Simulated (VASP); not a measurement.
# Al3B2W (Cm) in VASP: single point with PBE

Aim: the single point of Al3B2W with PBE.

All numbers are computed with VASP 6.6.1; they aren't measurements. Logs are shortened: lines on timing, memory, paths and dates and some standing lists are left out, and cuts for length are marked.

## (1) The cell of the first run

Symmetry: Cm, No. 8, monoclinic system. Conventional cell: a = 9.252 Å, b = 3.248 Å, c = 6.247 Å, α = 90.00°, β = 129.36°, γ = 90.00°. Within 3.1 Å of Al (site symmetry m) lie 5 B at 2.38 to 2.79 Å and 3 W at 2.73 to 2.74 Å and 6 Al at 2.81 to 3.06 Å. Al (site symmetry m) has 5 B at 2.37 to 2.89 Å and 6 Al at 2.73 to 3.06 Å and 3 W at 2.83 to 2.95 Å within 3.1 Å. Al (site symmetry m) has 3 B at 2.21 to 2.38 Å and 6 Al at 2.73 to 2.98 Å and 3 W at 2.73 Å within 3.0 Å. B (site symmetry m) has 1 B at 1.73 Å and 6 Al at 2.21 to 2.45 Å and 1 W at 2.37 Å within 2.5 Å. Within 2.4 Å of B (site symmetry m) lie 1 B at 1.73 Å and 2 W at 2.26 Å and 5 Al at 2.38 Å. W (site symmetry m) has 3 B at 2.26 to 2.37 Å and 9 Al at 2.73 to 2.95 Å within 3.0 Å.

The cell was generated, and may not be a known phase.

## (2) Single point, PBE

Contents of INCAR:

```
PREC = Accurate ; ENCUT = 500
EDIFF = 1E-6 ; ISMEAR = 0
SIGMA = 0.1 ; LREAL = F
LASPH = T ; NELM = 120
ALGO = Normal ; ISIF = 2
LWAVE = F ; LCHARG = T
GGA = PE ; LELF = T
LVHAR = T ; NBANDS = 24
GGA_COMPAT = F
```

Contents of KPOINTS:

```
Automatic mesh
0
Gamma
  6 6 4
```

Contents of POSCAR:

```
Al3B2W
1.0
    4.6260909436     -1.6240234896      0.0000000000
    4.6260909436      1.6240234896      0.0000000000
   -3.9615917103      0.0000000000      4.8302706016
Al B W
3 2 1
Direct
    0.5817673607      0.5817673607      0.8474092530
    0.4239721367      0.4239721367      0.1553005074
    0.1792485240      0.1792485240      0.5895287015
    0.8817425710      0.8817425710      0.8427775483
    0.1098931028      0.1098931028      0.1512204629
    0.8233763648      0.8233763648      0.4137635270
```

Potentials or basis: VASP PAW PBE potentials, release 64 (Al, B, W_sv).

The run is started by

```console
cat potpaw_PBE.64/Al/POTCAR potpaw_PBE.64/B/POTCAR potpaw_PBE.64/W_sv/POTCAR > POTCAR
mpirun -np 1 vasp_std > vasp.out
```

OUTCAR:

```text
PREC = Accurate
   ENCUT = 500
   EDIFF = 1E-6
   ISMEAR = 0
   LREAL = F
   LASPH = T
   NELM = 120
   ISIF = 2
   GGA = PE

 ion  position               nearest neighbor table
   1  0.582  0.582  0.847-   5 2.38   5 2.38   4 2.45   4 2.45   6 2.73   6 2.73   6 2.74   3 2.81
                             3 2.81   2 2.94   2 2.94   3 2.98   2 3.06
   2  0.424  0.424  0.155-   4 2.37   4 2.37   5 2.38   5 2.38   3 2.73   3 2.73   3 2.73   6 2.83
                             6 2.83   1 2.94   1 2.94   6 2.95   1 3.06
   3  0.179  0.179  0.590-   4 2.21   4 2.21   5 2.38   2 2.73   2 2.73   6 2.73   2 2.73   6 2.73
                             6 2.73   1 2.81   1 2.81   1 2.98
   4  0.882  0.882  0.843-   5 1.73   3 2.21   3 2.21   2 2.37   2 2.37   6 2.37   1 2.45   1 2.45

   5  0.110  0.110  0.151-   4 1.73   6 2.26   6 2.26   2 2.38   2 2.38   3 2.38   1 2.38   1 2.38

   6  0.823  0.823  0.414-   5 2.26   5 2.26   4 2.37   3 2.73   1 2.73   1 2.73   3 2.73   3 2.73
                             1 2.74   2 2.83   2 2.83   2 2.95

  LATTYP: Found a base centered monoclinic cell.
 ALAT       =     9.2521818872
 B/A-ratio  =     0.3510574067
 C/A-ratio  =     0.6751982635
 COS(beta)  =    -0.6341532691

  Lattice vectors:

 A1 = (   4.6260909436,  -1.6240234896,   0.0000000000)
 A2 = (   4.6260909436,   1.6240234896,   0.0000000000)
 A3 = (  -3.9615917103,   0.0000000000,   4.8302706016)

Analysis of symmetry for initial positions (statically):
=====================================================================
 Subroutine PRICEL returns:
 Original cell was already a primitive cell.

 Routine SETGRP: Setting up the symmetry group for a
 base centered monoclinic supercell.

 Subroutine GETGRP returns: Found  2 space group operations
 (whereof  2 operations were pure point group operations)
 out of a pool of  4 trial point group operations.

The static configuration has the point symmetry C_1h.

Analysis of symmetry for dynamics (positions and initial velocities):
=====================================================================
 Subroutine PRICEL returns:
 Original cell was already a primitive cell.

 Routine SETGRP: Setting up the symmetry group for a
 base centered monoclinic supercell.

 Subroutine GETGRP returns: Found  2 space group operations
 (whereof  2 operations were pure point group operations)
 out of a pool of  4 trial point group operations.

The dynamic configuration has the point symmetry C_1h.

 Subroutine INISYM returns: Found  2 space group operations
 (whereof  2 operations are pure point group operations),
 and found     1 'primitive' translations

----------------------------------------------------------------------------------------

                                     Primitive cell

  volume of cell :      72.5785

  direct lattice vectors                    reciprocal lattice vectors
     4.626090944 -1.624023490  0.000000000     0.108082614 -0.307877320  0.088644969
     4.626090944  1.624023490  0.000000000     0.108082614  0.307877320  0.088644969
    -3.961591710  0.000000000  4.830270602     0.000000000  0.000000000  0.207027739

  length of vectors
     4.902873618  4.902873618  6.247057144     0.338124572  0.338124572  0.207027739

  position of ions in fractional coordinates (direct lattice)
     0.581767361  0.581767361  0.847409253
     0.423972137  0.423972137  0.155300507
     0.179248524  0.179248524  0.589528702
     0.881742571  0.881742571  0.842777548
     0.109893103  0.109893103  0.151220463
     0.823376365  0.823376365  0.413763527

  ion indices of the primitive-cell ions
   primitive index   ion index
                 1           1
                 2           2
                 3           3
                 4           4
                 5           5
                 6           6

----------------------------------------------------------------------------------------

 KPOINTS: Automatic mesh

Automatic generation of k-mesh.
 Grid dimensions read from file:
 generate k-points for:    6    6    4

 Generating k-lattice:

  Cartesian coordinates                     Fractional coordinates (reciprocal lattice)
     0.018013769 -0.051312887  0.014774161     0.166666667 -0.000000000  0.000000000
     0.018013769  0.051312887  0.014774161    -0.000000000  0.166666667  0.000000000
     0.000000000  0.000000000  0.051756935     0.000000000  0.000000000  0.250000000

  Length of vectors
     0.056354095  0.056354095  0.051756935

  Shift w.r.t. Gamma in fractional coordinates (k-lattice)
     0.000000000  0.000000000  0.000000000

 Subroutine IBZKPT returns following result:
 ===========================================

 Found     47 irreducible k-points:

 Following reciprocal coordinates:
            Coordinates               Weight
  0.000000  0.000000  0.000000      1.000000
  0.166667  0.000000  0.000000      4.000000
  0.333333  0.000000 -0.000000      4.000000
  0.500000  0.000000 -0.000000      2.000000
  0.166667  0.166667 -0.000000      2.000000
  0.333333  0.166667 -0.000000      4.000000
[... 16 lines left out ...]
 -0.333333  0.166667  0.250000      4.000000
 -0.166667  0.166667  0.250000      4.000000
 [... further k-points ...]
   k-points           NKPTS =     47   k-points in BZ     NKDIM =     47   number of bands    NBANDS=     24
   number of dos      NEDOS =    301   number of ions     NIONS =      6
   total plane-waves  NPLWV =  62208
   dimension x,y,z NGX =    36 NGY =   36 NGZ =   48
   dimension x,y,z NGXF=    72 NGYF=   72 NGZF=   96
   ions per type =               3   2   1
   NGX,Y,Z   is equivalent  to a cutoff of  12.21, 12.21, 12.77 a.u.
   NGXF,Y,Z  is equivalent  to a cutoff of  24.41, 24.41, 25.55 a.u.
 SYSTEM =  unknown system
   PREC   = accura    normal or accurate (medium, high low for compatibility)
   ISTART =      0    job   : 0-new  1-cont  2-samecut
   ICHARG =      2    charge: 1-file 2-atom 10-const
   ISPIN  =      1    spin polarized calculation?
   LNONCOLLINEAR =      F non collinear calculations
   LSORBIT =      F    spin-orbit coupling
   LASPH  =      T    aspherical Exc in radial PAW
   ENCUT  =  500.0 eV  36.75 Ry    6.06 a.u.   8.94  8.94 11.39*2*pi/ulx,y,z
   NELM   =    120;   NELMIN=  2; NELMDL= -5     # of ELM steps
   EDIFF  = 0.1E-05   stopping-criterion for ELM
   LREAL  =      F    real-space projection
   EDIFFG = 0.1E-04   stopping-criterion for IOM
   NSW    =      0    number of steps for IOM
   IBRION =     -1    ionic relax: 0-MD 1-quasi-New 2-CG
   NFREE  =      0    steps in history (QN), initial steepest desc. (CG)
   ISIF   =      2    stress and relaxation
   ISYM   =      2    0-nonsym 1-usesym 2-fastsym
   POTIM  = 0.5000    time-step for ionic-motion
   TEBEG  =    0.0;   TEEND  =   0.0 temperature during run
   PSTRESS=    0.0 pullay stress
   NELECT =      29.0000    total number of electrons
   NUPDOWN=      -1.0000    fix difference up-down
   EMIN   =  10.00;   EMAX   =-10.00  energy-range for DOS
   EFERMI =   0.00;   METHOD = LEGACY
   ISMEAR =     0;   SIGMA  =   0.10  broadening in eV -4-tet -1-fermi 0-gaus
   EFERMI_NEDOS =   21; number of points for ismear=-14 and -15
   IALGO  =     38    algorithm
   IMIX   =      4    mixing-type and parameters
     AMIX     =   0.40;   BMIX     =  1.00
     AMIX_MAG =   1.60;   BMIX_MAG =  1.00
  volume/ion in A,a.u.               =      12.10        81.63
  Fermi-wavevector in a.u.,A,eV,Ry     =   1.205790  2.278612 19.781898  1.453928
  Thomas-Fermi vector in A             =   2.341476
   LORBIT       =      0    0 simple, 1 ext, 2 COOP (PROOUT), +10 PAW based schemes
   GGA     = PE    functional components
   LHFCALC =     F    Hartree Fock is set to
   AEXX    =    0.0000 exact exchange contribution
   IVDW    =     0    specifies the selected vdW correction
   LEPSILON=     F    determine dielectric tensor
   LRPA    =     F    only Hartree local field effects (RPA)
 non-spin polarized calculation
 Gauss-broadening in eV      SIGMA  =   0.10
  energy-cutoff  :      500.00
  volume of cell :       72.58
 maximum number of plane-waves:      1860
   NGX = 17   NGY = 17   NGZ = 23

 number of electron      29.0000001 magnetization

 Free energy of the ion-electron system (eV)
  ---------------------------------------------------
  ext. energy  EPLUGINS =         0.00000000
  ---------------------------------------------------
  free energy    TOTEN  =       -37.98370357 eV

  energy without entropy =      -37.97393117  energy(sigma->0) =      -37.97881737

 E-fermi :   9.3339     XC(G=0): -11.6168

 val. band max:        9.3302953650   @ k =   0.5000   0.0000  -0.0000
 cond. band min:       9.3581445897   @ k =   0.5000   0.1667   0.5000
 fundamental gap:      0.0278492248
 Fermi energy:         9.3339376186

 k-point     1 :       0.0000    0.0000    0.0000
  band No.  band energies     occupation
      1     -64.2590      2.00000
      2     -28.5419      2.00000
      3     -28.5130      2.00000
      4     -28.4813      2.00000
      5      -3.5422      2.00000
      6       1.8104      2.00000
[... 16 lines left out ...]
     23      15.7365      0.00000
     24      16.4140      0.00000

 k-point     2 :       0.1667    0.0000    0.0000
  band No.  band energies     occupation
      1     -64.2574      2.00000
      2     -28.5599      2.00000
      3     -28.5371      2.00000
      4     -28.4764      2.00000
      5      -3.1059      2.00000
      6       1.7186      2.00000
[... 16 lines left out ...]
     23      16.4682      0.00000
     24      17.1940      0.00000

 k-point     3 :       0.3333    0.0000   -0.0000
  band No.  band energies     occupation
      1     -64.2543      2.00000
      2     -28.6524      2.00000
      3     -28.5277      2.00000
      4     -28.4670      2.00000
      5      -1.8918      2.00000
      6       1.8951      2.00000
[... 16 lines left out ...]
     23      16.3293      0.00000
     24      17.0584      0.00000

 k-point     4 :       0.5000    0.0000   -0.0000
  band No.  band energies     occupation
      1     -64.2527      2.00000
      2     -28.6980      2.00000
      3     -28.5230      2.00000
      4     -28.4622      2.00000
      5      -0.6427      2.00000
      6       1.0061      2.00000
[... 16 lines left out ...]
     23      15.8078      0.00000
     24      17.1769      0.00000

 k-point     5 :       0.1667    0.1667   -0.0000
  band No.  band energies     occupation
      1     -64.2590      2.00000
      2     -28.5423      2.00000
      3     -28.5130      2.00000
      4     -28.4820      2.00000
      5      -3.2654      2.00000
      6       0.8526      2.00000
[... 16 lines left out ...]
     23      16.0104      0.00000
     24      16.8414      0.00000

 k-point     6 :       0.3333    0.1667   -0.0000
  band No.  band energies     occupation
      1     -64.2574      2.00000
      2     -28.5600      2.00000
      3     -28.5377      2.00000
      4     -28.4775      2.00000
      5      -2.6010      2.00000
      6       0.7213      2.00000
[... 16 lines left out ...]
     23      16.4057      0.00000
     24      16.8655      0.00000
[... 379 lines left out ...]
 k-point    21 :       0.3333    0.1667    0.2500
  band No.  band energies     occupation
      1     -64.2574      2.00000
      2     -28.5600      2.00000
      3     -28.5383      2.00000
      4     -28.4777      2.00000
      5      -2.0687      2.00000
      6      -0.2864      2.00000
[... 16 lines left out ...]
     23      16.1572      0.00000
     24      16.4413      0.00000

 k-point    22 :       0.5000    0.1667    0.2500
  band No.  band energies     occupation
      1     -64.2543      2.00000
      2     -28.6524      2.00000
      3     -28.5282      2.00000
      4     -28.4677      2.00000
      5      -1.0990      2.00000
      6       0.9502      2.00000
[... 16 lines left out ...]
     23      16.3488      0.00000
     24      16.8112      0.00000

 k-point    23 :      -0.3333    0.1667    0.2500
  band No.  band energies     occupation
      1     -64.2527      2.00000
      2     -28.6980      2.00000
      3     -28.5230      2.00000
      4     -28.4622      2.00000
      5      -0.5897      2.00000
      6       1.0221      2.00000
[... 16 lines left out ...]
     23      15.9112      0.00000
     24      17.0691      0.00000

 k-point    24 :      -0.1667    0.1667    0.2500
  band No.  band energies     occupation
      1     -64.2543      2.00000
      2     -28.6524      2.00000
      3     -28.5278      2.00000
      4     -28.4667      2.00000
      5      -1.8357      2.00000
      6       1.3468      2.00000
[... 16 lines left out ...]
     23      16.7193      0.00000
     24      17.3729      0.00000

 [... further k-points ...]

------------------------ aborting loop because EDIFF is reached ----------------------------------------

  FORCE on cell =-STRESS in cart. coord.  units (eV):
  Direction    XX          YY          ZZ          XY          YZ          ZX
  --------------------------------------------------------------------------------------
  -------------------------------------------------------------------------------------
  Total        0.1314187     -0.0611006      0.0644891      0.0000000      0.0000000      0.1130527
  in kB        2.9010816     -1.3488009      1.4236026      0.0000000      0.0000000      2.4956506
  external PRESSURE =       0.9919611 kB  Pullay stress =       0.0000000 kB

 VOLUME and BASIS-vectors are now :
 -----------------------------------------------------------------------------
  energy-cutoff  :      500.00
  volume of cell :       72.58
      direct lattice vectors                 reciprocal lattice vectors
     4.626090944 -1.624023490  0.000000000     0.108082614 -0.307877320  0.088644969
     4.626090944  1.624023490  0.000000000     0.108082614  0.307877320  0.088644969
    -3.961591710  0.000000000  4.830270602     0.000000000  0.000000000  0.207027739

 POSITION                                       TOTAL-FORCE (eV/Angst)
 -----------------------------------------------------------------------------------
      2.02553      0.00000      4.09322         0.019328      0.000000      0.023401
      3.30743      0.00000      0.75014        -0.012958      0.000000     -0.051090
     -0.67703      0.00000      2.84758         0.009916      0.000000      0.068312
      4.81930      0.00000      4.07084        -0.032042      0.000000      0.015374
      0.41768      0.00000      0.73044        -0.026935      0.000000     -0.038695
      5.97887      0.00000      1.99859         0.042690      0.000000     -0.017301
 -----------------------------------------------------------------------------------
    total drift:                               -0.000152      0.000000     -0.000001

  FREE ENERGIE OF THE ION-ELECTRON SYSTEM (eV)
  ---------------------------------------------------
  free  energy   TOTEN  =       -37.9837035651 eV

  energy  without entropy=      -37.9739311684  energy(sigma->0) =      -37.97881737
```

Run time: 1.7 min. Hardware: 1 thread of Intel Xeon Platinum 8259CL at 2.50GHz (Skylake/Cascade Lake), shared host; peak memory 0.28 GiB.

Results:

```
Free energy            : -37.9837 eV
Pressure               : 0.1 GPa
Largest force          : 0.069 eV/Å
Band gap on the k mesh : zero (an odd number of electrons rules out a gap without spin polarisation)
```

Forces in eV/Å, atoms in the order of the input:
```
Al   0.019  0.000  0.023
Al  -0.013  0.000 -0.051
Al   0.010  0.000  0.068
B   -0.032  0.000  0.015
B   -0.027  0.000 -0.039
W    0.043  0.000 -0.017
```

Levels at points of the mesh, in eV from the Fermi level:
| k point | band 12 | band 13 | band 14 | band 15 | band 16 | band 17 |
| --- | --- | --- | --- | --- | --- | --- |
| (0.00, 0.00, 0.00) | -2.42 | -1.19 | -0.81 | 0.91 | 1.18 | 2.62 |
| (0.50, 0.00, 0.00) | -2.64 | -2.31 | -1.78 | 0.00 | 1.03 | 1.88 |
| (0.50, 0.50, 0.00) | -1.86 | -0.84 | -0.46 | 0.48 | 1.63 | 3.23 |
| (0.00, 0.00, 0.50) | -2.45 | -1.46 | -0.86 | 0.84 | 1.93 | 3.13 |
| (0.50, 0.00, 0.50) | -2.73 | -1.95 | -1.09 | 0.05 | 0.45 | 1.45 |
| (0.50, 0.50, 0.50) | -2.10 | -0.43 | -0.43 | 1.71 | 1.76 | 2.32 |

Caveat: spin-orbit coupling is left out, which moves the levels of the heavy elements.

The gap in the log of VASP goes by the Fermi energy; the results here count the filled bands.